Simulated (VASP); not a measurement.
# Os (P6_3/mmc) in VASP: a series of runs

Os is run at these levels: PBEsol; tasks: single point, relaxation of cell and atoms.

All numbers are computed with VASP 6.6.1; they aren't measurements. Logs are shortened: lines on timing, memory, paths and dates and some standing lists are left out, and cuts for length are marked.

## Step 1: The cell of the first run

Symmetry: P6_3/mmc, No. 194, hexagonal system. Conventional cell: a = 2.727 Å, b = 2.727 Å, c = 4.313 Å, α = 90.00°, β = 90.00°, γ = 120.00°. Os (site symmetry -6m2) has 12 Os at 2.67 to 2.73 Å within 3.5 Å.

## Step 2: Single point, PBEsol

INCAR

```
SYSTEM = Os
  ALGO = Normal
  EDIFF = 1E-6
  ENCUT = 520
  GGA = PS
  ISIF = 2
  ISMEAR = 0
  LASPH = .TRUE.
  LCHARG = .TRUE.
  LELF = .TRUE.
  LREAL = .FALSE.
  LVHAR = .TRUE.
  LWAVE = .FALSE.
  NBANDS = 15
  NELM = 80
  PREC = Accurate
  SIGMA = 0.1
```

KPOINTS

```
k-points
0
G
  18 18 10
  0 0 0
```

POSCAR

```
Os
1.0
    2.7271584018      0.0000000000      0.0000000000
   -1.3635792009      2.3617884561      0.0000000000
    0.0000000000      0.0000000000      4.3130919028
Os
2
Direct
    0.3333333333      0.6666666667      0.2500000000
    0.6666666667      0.3333333333      0.7500000000
```

Potentials or basis: VASP PAW PBE potentials, release 64 (Os).

On the command line:

```sh
cat potpaw_PBE.64/Os/POTCAR > POTCAR
mpirun -np 1 vasp_std > vasp.out
```

OUTCAR:

```text
SYSTEM = Os
   EDIFF = 1E-6
   ENCUT = 520
   GGA = PS
   ISIF = 2
   ISMEAR = 0
   LASPH = .TRUE.
   LREAL = .FALSE.
   NELM = 80
   PREC = Accurate

 ion  position               nearest neighbor table
   1  0.333  0.667  0.250-   2 2.67   2 2.67   2 2.67   2 2.67   2 2.67   2 2.67
   2  0.667  0.333  0.750-   1 2.67   1 2.67   1 2.67   1 2.67   1 2.67   1 2.67

  LATTYP: Found a hexagonal cell.
 ALAT       =     2.7271584018
 C/A-ratio  =     1.5815333279

  Lattice vectors:

 A1 = (   2.7271584018,   0.0000000000,   0.0000000000)
 A2 = (  -1.3635792009,   2.3617884561,   0.0000000000)
 A3 = (   0.0000000000,   0.0000000000,   4.3130919028)

Analysis of symmetry for initial positions (statically):
=====================================================================
 Subroutine PRICEL returns:
 Original cell was already a primitive cell.

 Routine SETGRP: Setting up the symmetry group for a
 hexagonal supercell.

 Subroutine GETGRP returns: Found 24 space group operations
 (whereof 12 operations were pure point group operations)
 out of a pool of 24 trial point group operations.

The static configuration has the point symmetry D_3d.
 The point group associated with its full space group is D_6h.

Analysis of symmetry for dynamics (positions and initial velocities):
=====================================================================
 Subroutine PRICEL returns:
 Original cell was already a primitive cell.

 Routine SETGRP: Setting up the symmetry group for a
 hexagonal supercell.

 Subroutine GETGRP returns: Found 24 space group operations
 (whereof 12 operations were pure point group operations)
 out of a pool of 24 trial point group operations.

The dynamic configuration has the point symmetry D_3d.
 The point group associated with its full space group is D_6h.

 Subroutine INISYM returns: Found 24 space group operations
 (whereof 12 operations are pure point group operations),
 and found     1 'primitive' translations

----------------------------------------------------------------------------------------

                                     Primitive cell

  volume of cell :      27.7805

  direct lattice vectors                    reciprocal lattice vectors
     2.727158402  0.000000000  0.000000000     0.366682038  0.211703973  0.000000000
    -1.363579201  2.361788456  0.000000000     0.000000000  0.423407946  0.000000000
     0.000000000  0.000000000  4.313091903     0.000000000  0.000000000  0.231852236

  length of vectors
     2.727158402  2.727158402  4.313091903     0.423407946  0.423407946  0.231852236

  position of ions in fractional coordinates (direct lattice)
     0.333333333  0.666666667  0.250000000
     0.666666667  0.333333333  0.750000000

  ion indices of the primitive-cell ions
   primitive index   ion index
                 1           1
                 2           2

----------------------------------------------------------------------------------------

 KPOINTS: k-points

Automatic generation of k-mesh.
 Grid dimensions read from file:
 generate k-points for:   18   18   10

 Generating k-lattice:

  Cartesian coordinates                     Fractional coordinates (reciprocal lattice)
     0.020371224  0.011761332  0.000000000     0.055555556 -0.000000000  0.000000000
     0.000000000  0.023522664  0.000000000     0.000000000  0.055555556  0.000000000
     0.000000000  0.000000000  0.023185224     0.000000000  0.000000000  0.100000000

  Length of vectors
     0.023522664  0.023522664  0.023185224

  Shift w.r.t. Gamma in fractional coordinates (k-lattice)
     0.000000000  0.000000000  0.000000000

 Subroutine IBZKPT returns following result:
 ===========================================

 Found    222 irreducible k-points:

 Following reciprocal coordinates:
            Coordinates               Weight
  0.000000  0.000000  0.000000      1.000000
  0.055556  0.000000  0.000000      6.000000
  0.111111  0.000000  0.000000      6.000000
  0.166667 -0.000000  0.000000      6.000000
  0.222222 -0.000000  0.000000      6.000000
  0.277778  0.000000  0.000000      6.000000
[... 16 lines left out ...]
  0.333333  0.111111  0.000000     12.000000
  0.388889  0.111111  0.000000     12.000000
 [... further k-points ...]
   k-points           NKPTS =    222   k-points in BZ     NKDIM =    222   number of bands    NBANDS=     15
   number of dos      NEDOS =    301   number of ions     NIONS =      2
   total plane-waves  NPLWV =  12800
   dimension x,y,z NGX =    20 NGY =   20 NGZ =   32
   dimension x,y,z NGXF=    40 NGYF=   40 NGZF=   64
   ions per type =               2
   NGX,Y,Z   is equivalent  to a cutoff of  12.19, 12.19, 12.33 a.u.
   NGXF,Y,Z  is equivalent  to a cutoff of  24.38, 24.38, 24.67 a.u.
 SYSTEM =  Os
   PREC   = accura    normal or accurate (medium, high low for compatibility)
   ISTART =      0    job   : 0-new  1-cont  2-samecut
   ICHARG =      2    charge: 1-file 2-atom 10-const
   ISPIN  =      1    spin polarized calculation?
   LNONCOLLINEAR =      F non collinear calculations
   LSORBIT =      F    spin-orbit coupling
   LASPH  =      T    aspherical Exc in radial PAW
   ENCUT  =  520.0 eV  38.22 Ry    6.18 a.u.   5.07  5.07  8.02*2*pi/ulx,y,z
   NELM   =     80;   NELMIN=  2; NELMDL= -5     # of ELM steps
   EDIFF  = 0.1E-05   stopping-criterion for ELM
   LREAL  =      F    real-space projection
   EDIFFG = 0.1E-04   stopping-criterion for IOM
   NSW    =      0    number of steps for IOM
   IBRION =     -1    ionic relax: 0-MD 1-quasi-New 2-CG
   NFREE  =      0    steps in history (QN), initial steepest desc. (CG)
   ISIF   =      2    stress and relaxation
   ISYM   =      2    0-nonsym 1-usesym 2-fastsym
   POTIM  = 0.5000    time-step for ionic-motion
   TEBEG  =    0.0;   TEEND  =   0.0 temperature during run
   PSTRESS=    0.0 pullay stress
   NELECT =      16.0000    total number of electrons
   NUPDOWN=      -1.0000    fix difference up-down
   EMIN   =  10.00;   EMAX   =-10.00  energy-range for DOS
   EFERMI =   0.00;   METHOD = LEGACY
   ISMEAR =     0;   SIGMA  =   0.10  broadening in eV -4-tet -1-fermi 0-gaus
   EFERMI_NEDOS =   21; number of points for ismear=-14 and -15
   IALGO  =     38    algorithm
   IMIX   =      4    mixing-type and parameters
     AMIX     =   0.40;   BMIX     =  1.00
     AMIX_MAG =   1.60;   BMIX_MAG =  1.00
  volume/ion in A,a.u.               =      13.89        93.74
  Fermi-wavevector in a.u.,A,eV,Ry     =   1.362076  2.573951 25.242237  1.855252
  Thomas-Fermi vector in A             =   2.488597
   LORBIT       =      0    0 simple, 1 ext, 2 COOP (PROOUT), +10 PAW based schemes
   GGA     = PS    functional components
   LHFCALC =     F    Hartree Fock is set to
   AEXX    =    0.0000 exact exchange contribution
   IVDW    =     0    specifies the selected vdW correction
   LEPSILON=     F    determine dielectric tensor
   LRPA    =     F    only Hartree local field effects (RPA)
 non-spin polarized calculation
 Gauss-broadening in eV      SIGMA  =   0.10
  energy-cutoff  :      520.00
  volume of cell :       27.78
 maximum number of plane-waves:       768
   NGX = 11   NGY = 11   NGZ = 17

 number of electron      15.9999998 magnetization

 Free energy of the ion-electron system (eV)
  ---------------------------------------------------
  ext. energy  EPLUGINS =         0.00000000
  ---------------------------------------------------
  free energy    TOTEN  =       -24.48565520 eV

  energy without entropy =      -24.47827850  energy(sigma->0) =      -24.48196685

 E-fermi :   9.4121     XC(G=0): -14.1942

 val. band max:        9.4032484020   @ k =   0.2222   0.0556   0.3000
 cond. band min:       9.4218709328   @ k =   0.4444   0.1111   0.4000
 fundamental gap:      0.0186225308
 Fermi energy:         9.4120798099

 k-point     1 :       0.0000    0.0000    0.0000
  band No.  band energies     occupation
      1      -1.6452      2.00000
      2       1.5197      2.00000
      3       6.3128      2.00000
      4       6.3128      2.00000
      5       6.5605      2.00000
      6       7.1656      2.00000
      7       7.1656      2.00000
      8       7.8428      2.00000
      9       7.8428      2.00000
     10       9.3990      1.14634
     11      11.1258      0.00000
     12      11.1258      0.00000
     13      18.5281      0.00000
     14      23.4525      0.00000
     15      26.1780      0.00000

 k-point     2 :       0.0556    0.0000    0.0000
  band No.  band energies     occupation
      1      -1.5184      2.00000
      2       1.6333      2.00000
      3       6.0201      2.00000
      4       6.4248      2.00000
      5       6.8179      2.00000
      6       7.0878      2.00000
      7       7.2702      2.00000
      8       7.6882      2.00000
      9       7.7507      2.00000
     10       8.8000      2.00000
     11      11.1902      0.00000
     12      11.9109      0.00000
     13      18.5196      0.00000
     14      23.7181      0.00000
     15      26.3458      0.00000

 k-point     3 :       0.1111    0.0000    0.0000
  band No.  band energies     occupation
      1      -1.1487      2.00000
      2       1.9516      2.00000
      3       5.5930      2.00000
      4       6.7563      2.00000
      5       6.8479      2.00000
      6       7.0641      2.00000
      7       7.2178      2.00000
      8       7.5068      2.00000
      9       7.5792      2.00000
     10       8.1671      2.00000
     11      11.3538      0.00000
     12      13.2707      0.00000
     13      18.4737      0.00000
     14      24.4422      0.00000
     15      26.7855      0.00000
[... 343 lines left out ...]
 k-point    23 :       0.3333    0.1111    0.0000
  band No.  band energies     occupation
      1       2.3655      2.00000
      2       2.7447      2.00000
      3       3.2324      2.00000
      4       5.3877      2.00000
      5       5.8096      2.00000
      6       6.9262      2.00000
      7       7.1265      2.00000
      8      10.1839      0.00000
      9      11.0058      0.00000
     10      11.9203      0.00000
     11      12.3501      0.00000
     12      17.9652      0.00000
     13      18.5570      0.00000
     14      20.8646      0.00000
     15      21.0199      0.00000

 k-point    24 :       0.3889    0.1111    0.0000
  band No.  band energies     occupation
      1       2.5119      2.00000
      2       2.6297      2.00000
      3       2.9628      2.00000
      4       5.7561      2.00000
      5       5.8489      2.00000
      6       6.7490      2.00000
      7       7.4546      2.00000
      8      11.0191      0.00000
      9      11.4635      0.00000
     10      11.9500      0.00000
     11      13.3743      0.00000
     12      16.4134      0.00000
     13      18.8720      0.00000
     14      19.9576      0.00000
     15      21.7380      0.00000

 [... further k-points ...]

------------------------ aborting loop because EDIFF is reached ----------------------------------------

  FORCE on cell =-STRESS in cart. coord.  units (eV):
  Direction    XX          YY          ZZ          XY          YZ          ZX
  --------------------------------------------------------------------------------------
  -------------------------------------------------------------------------------------
  Total        0.0948601      0.0948601      0.0817221      0.0000000     -0.0000000      0.0000000
  in kB        5.4708413      5.4708413      4.7131384      0.0000000     -0.0000000      0.0000000
  external PRESSURE =       5.2182736 kB  Pullay stress =       0.0000000 kB

 VOLUME and BASIS-vectors are now :
 -----------------------------------------------------------------------------
  energy-cutoff  :      520.00
  volume of cell :       27.78
      direct lattice vectors                 reciprocal lattice vectors
     2.727158402  0.000000000  0.000000000     0.366682038  0.211703973  0.000000000
    -1.363579201  2.361788456  0.000000000     0.000000000  0.423407946  0.000000000
     0.000000000  0.000000000  4.313091903     0.000000000  0.000000000  0.231852236

 POSITION                                       TOTAL-FORCE (eV/Angst)
 -----------------------------------------------------------------------------------
     -0.00000      1.57453      1.07827        -0.000000      0.000000      0.000000
      1.36358      0.78726      3.23482         0.000000     -0.000000      0.000000
 -----------------------------------------------------------------------------------
    total drift:                               -0.000000      0.000000     -0.000000

  FREE ENERGIE OF THE ION-ELECTRON SYSTEM (eV)
  ---------------------------------------------------
  free  energy   TOTEN  =       -24.4856551953 eV

  energy  without entropy=      -24.4782784958  energy(sigma->0) =      -24.48196685
```

It took 49 s on 1 thread of Intel Xeon Platinum 8488C (Sapphire Rapids), shared host; peak memory 0.2 GiB.

Results:

| Property | Result |
| --- | --- |
| Free energy | -24.4857 eV |
| Pressure | 0.5 GPa |
| Band gap on the k mesh | zero (bands 8 and 9 overlap by 4.00 eV) |

Stress tensor (GPa, compression positive):
```
0.55 0.00 0.00
0.00 0.55 0.00
0.00 0.00 0.47
```

Caveat: the PAW data sets were made with another functional, which shifts forces and pressure a little; spin-orbit coupling is left out, which moves the levels of the heavy elements.

## Step 3: Relaxation of cell and atoms, PBEsol

This run uses another cell than the first one, of 13.98 Å³/atom.

INCAR

```
PREC = Accurate
ENCUT = 600
EDIFF = 1E-6
ISMEAR = 0
SIGMA = 0.1
LREAL = False
LASPH = True
NELM = 100
ALGO = Normal
ISIF = 3
LWAVE = False
LCHARG = False
GGA = PS
IBRION = 2
NSW = 80
EDIFFG = -0.01
```

KPOINTS

```
regular mesh
0
Gamma
  18 18 10
```

POSCAR

```
Os
1.0
    2.7341000000      0.0000000000      0.0000000000
   -1.3670500000      2.3678000000      0.0000000000
    0.0000000000      0.0000000000      4.3197000000
Os
2
Direct
    0.3333333333      0.6666666667      0.2500000000
    0.6666666667      0.3333333333      0.7500000000
```

Potentials or basis: VASP PAW PBE potentials, release 64 (Os).

On the command line:

```sh
cat potpaw_PBE.64/Os/POTCAR > POTCAR
mpirun -np 1 vasp_std > vasp.out
```

Run time: 2 min. Hardware: 1 thread of Intel Xeon Platinum 8488C (Sapphire Rapids), shared host; peak memory 0.23 GiB.

It converged, with:

| Quantity | Value |
| --- | --- |
| Free energy | -24.4866 eV |
| Relaxed volume | 13.91 Å³/atom |
| Relaxed cell | a = 2.729 Å, b = 2.729 Å, c = 4.314 Å, α = 90.00°, β = 90.00°, γ = 120.00° |
| Space group after relaxing (to 0.1 Å) | P6_3/mmc (No. 194) |
| Energy gained by relaxing | 0.5 meV/atom |
| Ionic steps | 7 |
| Pressure after relaxing | -0.1 GPa |
| Band gap on the k mesh | zero (bands 8 and 9 overlap by 3.98 eV) |

Stress tensor (GPa, compression positive):
```
-0.08  0.00  0.00
 0.00 -0.08  0.00
 0.00  0.00  0.00
```

The path:
```tsv
step	energy change (eV)	largest force (eV/Å)	pressure (GPa)	volume (Å³)
1	0.0000	0.0000	-2.22	27.96
2	0.0198	0.0000	10.81	27.19
3	-0.0010	0.0000	0.00	27.82
4	-0.0010	0.0000	0.00	27.82
5	-0.0010	0.0000	0.11	27.82
6	-0.0010	0.0000	-0.44	27.85
7	-0.0010	0.0000	-0.05	27.83
```

Final structure:
```xyz
2
Lattice="2.7290 0.0000 0.0000 -1.3645 2.3634 0.0000 0.0000 0.0000 4.3144" Properties=species:S:1:pos:R:3 pbc="T T T"
Os    0.0000    1.5756    1.0786
Os    1.3645    0.7878    3.2358
```

Levels at points of the mesh, in eV from the Fermi level:
| k point | band 4 | band 5 | band 6 | band 7 | band 8 | band 9 | band 10 | band 11 | band 12 |
| --- | --- | --- | --- | --- | --- | --- | --- | --- | --- |
| (0.00, 0.00, 0.00) | -3.09 | -2.84 | -2.24 | -2.24 | -1.57 | -1.57 | -0.01 | 1.71 | 1.71 |
| (0.50, 0.00, 0.00) | -3.59 | -2.95 | -2.61 | -1.91 | 2.07 | 2.64 | 2.75 | 4.46 | 5.75 |
| (0.00, 0.00, 0.50) | -3.62 | -3.29 | -3.29 | -3.29 | -3.29 | 0.91 | 0.91 | 0.91 | 0.91 |
| (0.50, 0.00, 0.50) | -5.40 | -1.22 | -1.22 | -0.18 | -0.18 | 2.41 | 2.41 | 3.33 | 3.33 |

Caveat: the PAW data sets were made with another functional, which shifts forces and pressure a little; spin-orbit coupling is left out, which moves the levels of the heavy elements.
